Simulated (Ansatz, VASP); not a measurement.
# One calculation of Sn2PbS3, two programs

```xyz
6
Lattice="4.1739 0.0000 0.0000 -2.0869 3.6147 0.0000 0.0000 0.0000 10.2287" Properties=species:S:1:pos:R:3 pbc="T T T"
Sn    0.0000    2.4098    6.7878
Sn    2.0869    1.2049    3.4409
Pb    0.0000    0.0000    0.0000
S     2.0869    1.2049    8.4497
S     0.0000    0.0000    5.1144
S     0.0000    2.4098    1.7790
```

Alike in both runs: functional PBE; k mesh 12 × 12 × 4; occupations gaussian, width 0.01 eV; no spin polarisation.

Ansatz relaxed the structure, and its values are those at the end. VASP's run is a single point on that final structure, the one shown.

```csv
,VASP,Ansatz
version,VASP 6.6.1,Ansatz 0.2.0
potentials or method,"VASP PAW PBE potentials, release 64 (Sn_d, Pb_d, S), cutoff 520 eV","scalar-relativistic, plane waves, PAW"
valence electrons in the cell,60,60
```

Ansatz gave:

```
gap on the k mesh at the Fermi level (eV) : 0.16
least direct gap on the mesh (eV)         : 0.16
pressure (GPa)                            : 0.0
```

Q: What did VASP give for the same quantities?

A: gap on the k mesh at the Fermi level (eV): 0.16; least direct gap on the mesh (eV): 0.16; pressure (GPa): -0.1.

Spin-orbit coupling is off throughout.
